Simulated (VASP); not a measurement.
Set up this calculation in VASP 6.6.1, as the native input.

| Item | Value |
| --- | --- |
| Task | single point |
| Functional | PBEsol |
| Potentials or basis | VASP PAW PBE potentials, release 64 (Si, Mg) |
| Cutoff | 520 eV |
| k mesh | 9 × 9 × 6 |
| Occupations | fermi-dirac, width 0.05 eV |
| Spin | no spin polarisation |
| Dipole correction | no |
| Further INCAR settings | ALGO = Normal; EDIFF = 1e-06; NBANDS = 14 |

The structure of MgSi lies in POSCAR:

```
MgSi
1.0
    1.5319805010     -5.5324354883      0.0000000000
    1.5319805010      5.5324354883      0.0000000000
    0.0000000000      0.0000000000      4.4253011404
Si Mg
2 2
Direct
    0.5706380000      0.4293620000      0.7500000000
    0.4293620000      0.5706380000      0.2500000000
    0.1683810000      0.8316190000      0.2500000000
    0.8316190000      0.1683810000      0.7500000000
```

This cell differs from its parent crystal: volume scaled by 1.06.

One way to write it, as run:

INCAR

```
ALGO = Normal ; EDIFF = 1E-6
ENCUT = 520 ; GGA = PS
ISIF = 2 ; ISMEAR = -1
LASPH = True ; LCHARG = True
LELF = True ; LREAL = False
LVHAR = True ; LWAVE = False
NBANDS = 14 ; NELM = 80
PREC = Accurate ; SIGMA = 0.05
```

KPOINTS

```
k-points
0
Gamma
  9 9 6
```

Potentials or basis: VASP PAW PBE potentials, release 64 (Si, Mg).

Launch:

```bash
$ cat potpaw_PBE.64/Si/POTCAR potpaw_PBE.64/Mg/POTCAR > POTCAR
$ mpirun -np 1 vasp_std > vasp.out
```

Results of the run:

The pressure is -4.5 GPa, the largest force is 0.196 eV/Å and the band gap on the k mesh is zero (band 6 reaches 7.19 eV, above the bottom of band 7 at 4.45 eV).

Caveat: the PAW data sets were made with another functional, which shifts forces and pressure a little.

It took 56 s on 1 thread of Intel(R) Xeon(R) 6975P-C (Granite Rapids) (shared host), peak memory 0.32 GiB.
